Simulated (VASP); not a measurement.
# Y2RhC3 (P6_3/mmc) in VASP: notebook

Runs on Y2RhC3. Level: PBE. Tasks: single point.

Program: VASP 6.6.1. These are calculated values, not measurements. Logs are shortened: lines on timing, memory, paths and dates and some standing lists are left out, and cuts for length are marked.

## Step 1: The cell of the first run

Symmetry: P6_3/mmc, No. 194, hexagonal system. Conventional cell: a = 3.600 Å, b = 3.600 Å, c = 15.334 Å, α = 90.00°, β = 90.00°, γ = 120.00°. Y (site symmetry 3m) has 6 C at 2.49 to 2.73 Å and 3 Rh at 3.22 Å within 3.3 Å. Rh (site symmetry -6m2) has 6 C at 2.19 Å within 2.9 Å. Within 3.3 Å of C (site symmetry -3m) lie 6 Y at 2.49 Å. Within 1.8 Å of C (site symmetry 3m) lie 1 C at 1.38 Å.

## Step 2: Single point, PBE

Input file INCAR:

```
PREC = Accurate
ENCUT = 520
EDIFF = 1E-6
ISMEAR = 0
SIGMA = 0.1
LREAL = F
LASPH = T
NELM = 100
ALGO = Normal
ISIF = 2
LWAVE = F
LCHARG = T
GGA = PE
LELF = T
LVHAR = T
NBANDS = 61
```

Input file KPOINTS:

```
Automatic mesh
0
Gamma
  6 6 1
```

Input file POSCAR:

```
Y2RhC3
1.0
    3.6001141499      0.0000000000      0.0000000000
   -1.8000570750      3.1177903104      0.0000000000
    0.0000000000      0.0000000000     15.3341530678
Y Rh C
4 2 6
Direct
    0.3333333333      0.6666666667      0.9101943865
    0.6666666667      0.3333333333      0.4101943865
    0.6666666667      0.3333333333      0.0898056135
    0.3333333333      0.6666666667      0.5898056135
    0.0000000000      0.0000000000      0.2500000000
    0.0000000000      0.0000000000      0.7500000000
    0.0000000000      0.0000000000      0.5000000000
    0.0000000000      0.0000000000      0.0000000000
    0.3333333333      0.6666666667      0.2950915644
    0.6666666667      0.3333333333      0.7950915644
    0.6666666667      0.3333333333      0.7049084356
    0.3333333333      0.6666666667      0.2049084356
```

Potentials or basis: VASP PAW PBE potentials, release 64 (Y_sv, Rh_pv, C).

Started as:

```
$ cat potpaw_PBE.64/Y_sv/POTCAR potpaw_PBE.64/Rh_pv/POTCAR potpaw_PBE.64/C/POTCAR > POTCAR
$ mpirun -np 1 vasp_std > vasp.out
```

OUTCAR:

```text
PREC = Accurate
   ENCUT = 520
   EDIFF = 1E-6
   ISMEAR = 0
   LREAL = F
   LASPH = T
   NELM = 100
   ISIF = 2
   GGA = PE

 ion  position               nearest neighbor table
   1  0.333  0.667  0.910-   8 2.49   8 2.49   8 2.49  10 2.73  10 2.73  10 2.73   6 3.22   6 3.22
                             6 3.22   3 3.45   3 3.45   3 3.45
   2  0.667  0.333  0.410-   7 2.49   7 2.49   7 2.49   9 2.73   9 2.73   9 2.73   5 3.22   5 3.22
                             5 3.22   4 3.45   4 3.45   4 3.45
   3  0.667  0.333  0.090-   8 2.49   8 2.49   8 2.49  12 2.73  12 2.73  12 2.73   5 3.22   5 3.22
                             5 3.22   1 3.45   1 3.45   1 3.45
   4  0.333  0.667  0.590-   7 2.49   7 2.49   7 2.49  11 2.73  11 2.73  11 2.73   6 3.22   6 3.22
                             6 3.22   2 3.45   2 3.45   2 3.45
   5  0.000  0.000  0.250-   9 2.19  12 2.19   9 2.19  12 2.19   9 2.19  12 2.19   2 3.22   3 3.22
                             2 3.22   3 3.22   2 3.22   3 3.22
   6  0.000  0.000  0.750-  10 2.19  11 2.19  10 2.19  11 2.19  10 2.19  11 2.19   1 3.22   4 3.22
                             1 3.22   4 3.22   1 3.22   4 3.22
   7  0.000  0.000  0.500-   2 2.49   4 2.49   2 2.49   4 2.49   2 2.49   4 2.49
   8  0.000  0.000  0.000-   1 2.49   3 2.49   3 2.49   1 2.49   3 2.49   1 2.49
   9  0.333  0.667  0.295-  12 1.38   5 2.19   5 2.19   5 2.19   2 2.73   2 2.73   2 2.73
  10  0.667  0.333  0.795-  11 1.38   6 2.19   6 2.19   6 2.19   1 2.73   1 2.73   1 2.73
  11  0.667  0.333  0.705-  10 1.38   6 2.19   6 2.19   6 2.19   4 2.73   4 2.73   4 2.73
  12  0.333  0.667  0.205-   9 1.38   5 2.19   5 2.19   5 2.19   3 2.73   3 2.73   3 2.73

  LATTYP: Found a hexagonal cell.
 ALAT       =     3.6001141499
 C/A-ratio  =     4.2593519064

  Lattice vectors:

 A1 = (   3.6001141499,   0.0000000000,   0.0000000000)
 A2 = (  -1.8000570750,   3.1177903104,   0.0000000000)
 A3 = (   0.0000000000,   0.0000000000,  15.3341530678)

Analysis of symmetry for initial positions (statically):
=====================================================================
 Subroutine PRICEL returns:
 Original cell was already a primitive cell.

 Routine SETGRP: Setting up the symmetry group for a
 hexagonal supercell.

 Subroutine GETGRP returns: Found 24 space group operations
 (whereof 12 operations were pure point group operations)
 out of a pool of 24 trial point group operations.

The static configuration has the point symmetry D_3d.
 The point group associated with its full space group is D_6h.

Analysis of symmetry for dynamics (positions and initial velocities):
=====================================================================
 Subroutine PRICEL returns:
 Original cell was already a primitive cell.

 Routine SETGRP: Setting up the symmetry group for a
 hexagonal supercell.

 Subroutine GETGRP returns: Found 24 space group operations
 (whereof 12 operations were pure point group operations)
 out of a pool of 24 trial point group operations.

The dynamic configuration has the point symmetry D_3d.
 The point group associated with its full space group is D_6h.

 Subroutine INISYM returns: Found 24 space group operations
 (whereof 12 operations are pure point group operations),
 and found     1 'primitive' translations

----------------------------------------------------------------------------------------

                                     Primitive cell

  volume of cell :     172.1167

  direct lattice vectors                    reciprocal lattice vectors
     3.600114150  0.000000000  0.000000000     0.277768970  0.160369990  0.000000000
    -1.800057075  3.117790310  0.000000000     0.000000000  0.320739979  0.000000000
     0.000000000  0.000000000 15.334153068     0.000000000  0.000000000  0.065213905

  length of vectors
     3.600114150  3.600114150 15.334153068     0.320739979  0.320739979  0.065213905

  position of ions in fractional coordinates (direct lattice)
     0.333333333  0.666666667  0.910194387
     0.666666667  0.333333333  0.410194387
     0.666666667  0.333333333  0.089805613
     0.333333333  0.666666667  0.589805613
     0.000000000  0.000000000  0.250000000
     0.000000000  0.000000000  0.750000000
     0.000000000  0.000000000  0.500000000
     0.000000000  0.000000000  0.000000000
[... 26 lines left out ...]
 generate k-points for:    6    6    1

 Generating k-lattice:

  Cartesian coordinates                     Fractional coordinates (reciprocal lattice)
     0.046294828  0.026728332  0.000000000     0.166666667  0.000000000  0.000000000
     0.000000000  0.053456663  0.000000000     0.000000000  0.166666667  0.000000000
     0.000000000  0.000000000  0.065213905     0.000000000  0.000000000  1.000000000

  Length of vectors
     0.053456663  0.053456663  0.065213905

  Shift w.r.t. Gamma in fractional coordinates (k-lattice)
     0.000000000  0.000000000  0.000000000

 Subroutine IBZKPT returns following result:
 ===========================================

 Found      7 irreducible k-points:

 Following reciprocal coordinates:
            Coordinates               Weight
  0.000000  0.000000  0.000000      1.000000
  0.166667 -0.000000  0.000000      6.000000
  0.333333  0.000000  0.000000      6.000000
  0.500000  0.000000  0.000000      3.000000
  0.166667  0.166667  0.000000      6.000000
  0.333333  0.166667  0.000000     12.000000
  0.333333  0.333333  0.000000      2.000000
   k-points           NKPTS =      7   k-points in BZ     NKDIM =      7   number of bands    NBANDS=     61
   number of dos      NEDOS =    301   number of ions     NIONS =     12
   total plane-waves  NPLWV =  94080
   dimension x,y,z NGX =    28 NGY =   28 NGZ =  120
   dimension x,y,z NGXF=    56 NGYF=   56 NGZF=  240
   ions per type =               4   2   6
   NGX,Y,Z   is equivalent  to a cutoff of  12.93, 12.93, 13.01 a.u.
   NGXF,Y,Z  is equivalent  to a cutoff of  25.86, 25.86, 26.02 a.u.
 SYSTEM =  unknown system
   PREC   = accura    normal or accurate (medium, high low for compatibility)
   ISTART =      0    job   : 0-new  1-cont  2-samecut
   ICHARG =      2    charge: 1-file 2-atom 10-const
   ISPIN  =      1    spin polarized calculation?
   LNONCOLLINEAR =      F non collinear calculations
   LSORBIT =      F    spin-orbit coupling
   LASPH  =      T    aspherical Exc in radial PAW
   ENCUT  =  520.0 eV  38.22 Ry    6.18 a.u.   6.69  6.69 28.51*2*pi/ulx,y,z
   NELM   =    100;   NELMIN=  2; NELMDL= -5     # of ELM steps
   EDIFF  = 0.1E-05   stopping-criterion for ELM
   LREAL  =      F    real-space projection
   EDIFFG = 0.1E-04   stopping-criterion for IOM
   NSW    =      0    number of steps for IOM
   IBRION =     -1    ionic relax: 0-MD 1-quasi-New 2-CG
   NFREE  =      0    steps in history (QN), initial steepest desc. (CG)
   ISIF   =      2    stress and relaxation
   ISYM   =      2    0-nonsym 1-usesym 2-fastsym
   POTIM  = 0.5000    time-step for ionic-motion
   TEBEG  =    0.0;   TEEND  =   0.0 temperature during run
   PSTRESS=    0.0 pullay stress
   NELECT =      98.0000    total number of electrons
   NUPDOWN=      -1.0000    fix difference up-down
   EMIN   =  10.00;   EMAX   =-10.00  energy-range for DOS
   EFERMI =   0.00;   METHOD = LEGACY
   ISMEAR =     0;   SIGMA  =   0.10  broadening in eV -4-tet -1-fermi 0-gaus
   EFERMI_NEDOS =   21; number of points for ismear=-14 and -15
   IALGO  =     38    algorithm
   IMIX   =      4    mixing-type and parameters
     AMIX     =   0.40;   BMIX     =  1.00
     AMIX_MAG =   1.60;   BMIX_MAG =  1.00
  volume/ion in A,a.u.               =      14.34        96.79
  Fermi-wavevector in a.u.,A,eV,Ry     =   1.356883  2.564138 25.050130  1.841133
  Thomas-Fermi vector in A             =   2.483849
   LORBIT       =      0    0 simple, 1 ext, 2 COOP (PROOUT), +10 PAW based schemes
   GGA     = PE    functional components
   LHFCALC =     F    Hartree Fock is set to
   AEXX    =    0.0000 exact exchange contribution
   IVDW    =     0    specifies the selected vdW correction
   LEPSILON=     F    determine dielectric tensor
   LRPA    =     F    only Hartree local field effects (RPA)
 non-spin polarized calculation
 Gauss-broadening in eV      SIGMA  =   0.10
  energy-cutoff  :      520.00
  volume of cell :      172.12
 maximum number of plane-waves:      4653
 NGX is ok and might be reduce to    28
   NGX = 13   NGY = 13   NGZ = 57

 number of electron      98.0000003 magnetization

 Free energy of the ion-electron system (eV)
  ---------------------------------------------------
  ext. energy  EPLUGINS =         0.00000000
  ---------------------------------------------------
  free energy    TOTEN  =       -97.23970163 eV

  energy without entropy =      -97.21698026  energy(sigma->0) =      -97.22834095

 E-fermi :   5.5098     XC(G=0): -11.4019

 val. band max:        5.4480415962   @ k =   0.5000   0.0000   0.0000
 cond. band min:       5.5477842861   @ k =   0.3333   0.1667   0.0000
 fundamental gap:      0.0997426899
 Fermi energy:         5.5097693899

 k-point     1 :       0.0000    0.0000    0.0000
  band No.  band energies     occupation
      1     -41.1151      2.00000
      2     -41.1151      2.00000
      3     -41.1151      2.00000
      4     -41.1151      2.00000
      5     -40.8718      2.00000
      6     -40.8718      2.00000
[... 437 lines left out ...]
     60       9.9732      0.00000
     61      10.7502      0.00000

------------------------ aborting loop because EDIFF is reached ----------------------------------------

  FORCE on cell =-STRESS in cart. coord.  units (eV):
  Direction    XX          YY          ZZ          XY          YZ          ZX
  --------------------------------------------------------------------------------------
  -------------------------------------------------------------------------------------
  Total       -0.0005908     -0.0005908      0.1433570      0.0000000      0.0000000      0.0000000
  in kB       -0.0054991     -0.0054991      1.3344627      0.0000000      0.0000000      0.0000000
  external PRESSURE =       0.4411548 kB  Pullay stress =       0.0000000 kB

 VOLUME and BASIS-vectors are now :
 -----------------------------------------------------------------------------
  energy-cutoff  :      520.00
  volume of cell :      172.12
      direct lattice vectors                 reciprocal lattice vectors
     3.600114150  0.000000000  0.000000000     0.277768970  0.160369990  0.000000000
    -1.800057075  3.117790310  0.000000000     0.000000000  0.320739979  0.000000000
     0.000000000  0.000000000 15.334153068     0.000000000  0.000000000  0.065213905

 POSITION                                       TOTAL-FORCE (eV/Angst)
 -----------------------------------------------------------------------------------
     -0.00000      2.07853     13.95706        -0.000000      0.000000      0.000243
      1.80006      1.03926      6.28998         0.000000     -0.000000      0.000243
      1.80006      1.03926      1.37709         0.000000     -0.000000     -0.000243
     -0.00000      2.07853      9.04417        -0.000000      0.000000     -0.000243
      0.00000      0.00000      3.83354         0.000000      0.000000     -0.000000
      0.00000      0.00000     11.50061        -0.000000      0.000000     -0.000000
      0.00000      0.00000      7.66708         0.000000      0.000000     -0.000000
      0.00000      0.00000      0.00000         0.000000      0.000000     -0.000000
     -0.00000      2.07853      4.52498         0.000000     -0.000000      0.090705
      1.80006      1.03926     12.19206        -0.000000      0.000000      0.090705
      1.80006      1.03926     10.80917        -0.000000      0.000000     -0.090705
     -0.00000      2.07853      3.14210         0.000000     -0.000000     -0.090705
 -----------------------------------------------------------------------------------
    total drift:                               -0.000000      0.000000      0.000000

  FREE ENERGIE OF THE ION-ELECTRON SYSTEM (eV)
  ---------------------------------------------------
  free  energy   TOTEN  =       -97.2397016316 eV

  energy  without entropy=      -97.2169802598  energy(sigma->0) =      -97.22834095
```

Wall time 2.7 min (1 thread of AMD EPYC 9R14 (Zen 4), shared host); peak memory 0.29 GiB.

Results:

```yaml
Free_energy: -97.2397 eV
Pressure: 0.0 GPa
Largest_force: 0.091 eV/Å
Band_gap_on_the_k_mesh: zero (bands 49 and 50 overlap by 2.38 eV)
```

Forces on the atoms (eV/Å):
```
Y    0.000  0.000  0.000
Y    0.000  0.000  0.000
Y    0.000  0.000  0.000
Y    0.000  0.000  0.000
Rh   0.000  0.000  0.000
Rh   0.000  0.000  0.000
C    0.000  0.000  0.000
C    0.000  0.000  0.000
C    0.000  0.000  0.091
C    0.000  0.000  0.091
C    0.000  0.000 -0.091
C    0.000  0.000 -0.091
```

Levels at points of the mesh, in eV from the Fermi level:
| k point | band 47 | band 48 | band 49 | band 50 | band 51 | band 52 |
| --- | --- | --- | --- | --- | --- | --- |
| (0.00, 0.00, 0.00) | 1.72 | 1.72 | 1.80 | 2.15 | 2.15 | 2.21 |
| (0.50, 0.00, 0.00) | -0.78 | -0.31 | -0.15 | -0.15 | -0.06 | 1.24 |

Caveat: the k points lie up to 0.41 Å⁻¹ apart, too coarse for converged energies and pressures of a metal.

[end of part 1 of 2]
